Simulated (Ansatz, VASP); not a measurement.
# Two plane-wave programs on Rb2Ag3

```
CELL_PARAMETERS angstrom
6.46761 0.00000 0.00000
0.00000 6.46761 0.00000
0.00000 0.00000 6.46761
ATOMIC_POSITIONS crystal
Rb 0.00000 0.00000 0.00000
Rb 0.50000 0.50000 0.50000
Ag 0.50000 0.00000 0.00000
Ag 0.00000 0.50000 0.00000
Ag 0.00000 0.00000 0.50000
```

Alike in both runs: functional PBE; k mesh 4 × 4 × 4; occupations gaussian, width 0.1 eV; no spin polarisation.

Ansatz relaxed the structure, and its values are those at the end. VASP's run is a single point on that final structure, the one shown.

|  | VASP | Ansatz |
| --- | --- | --- |
| version | VASP 6.6.1 | Ansatz 0.2.0 |
| potentials or method | VASP PAW PBE potentials, release 64 (Rb_sv, Ag), cutoff 500 eV | scalar-relativistic, plane waves, PAW |
| valence electrons in the cell | 51 | 75 |

```tsv
	VASP	Ansatz	Ansatz less VASP
gap on the k mesh at the Fermi level (eV)	none	none	-
pressure (GPa)	0.0	0.0	-0.01
```

A gap of «none» marks a metal or a gap that the smearing closes. The functional is the same, so the differences come from potentials, cutoffs and numerics. VASP's potentials hold 51 valence electrons a cell and Ansatz's 75, so a difference there can come from the potentials and not from the codes.
